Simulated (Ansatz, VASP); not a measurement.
One calculation of C, two programs

```
CELL_PARAMETERS angstrom
2.52399 0.00000 0.00000
-1.26200 2.13607 0.00000
0.00000 0.00000 8.56531
ATOMIC_POSITIONS crystal
C 0.94231 0.00000 0.00250
C 0.05769 0.00000 0.50250
C 0.27564 0.66667 0.00250
C 0.72436 0.33333 0.50250
```

Change from the starting cell: mode 4 frozen in at -0.142 Å, normal strain along x +0.0233.

Alike in both runs: task single point; functional PBE; k mesh 18 × 18 × 6; occupations gaussian, width 0.15 eV; no spin polarisation.

|  | VASP | Ansatz |
| --- | --- | --- |
| version | VASP 6.6.1 | Ansatz 0.2.0 |
| potentials or method | VASP PAW PBE potentials, release 64 (C), cutoff 520 eV | scalar-relativistic, plane waves, PAW |
| valence electrons in the cell | 16 | 16 |

```csv
,VASP,Ansatz,Ansatz less VASP
gap on the k mesh at the Fermi level (eV),0.18,0.18,-0.001
least direct gap on the mesh (eV),0.18,0.18,-0.001
pressure (GPa),-6.6,-7.0,-0.33
"traceless stress, the component that is largest in VASP (GPa)",-10.77,-10.95,-0.175
rms of the force components (eV/Å),0.102,0.100,-0.0028
```

Atom by atom the forces differ by 0.003 eV/Å (rms over components). With one functional, cell and mesh, what is left measures potentials, basis and numerics.
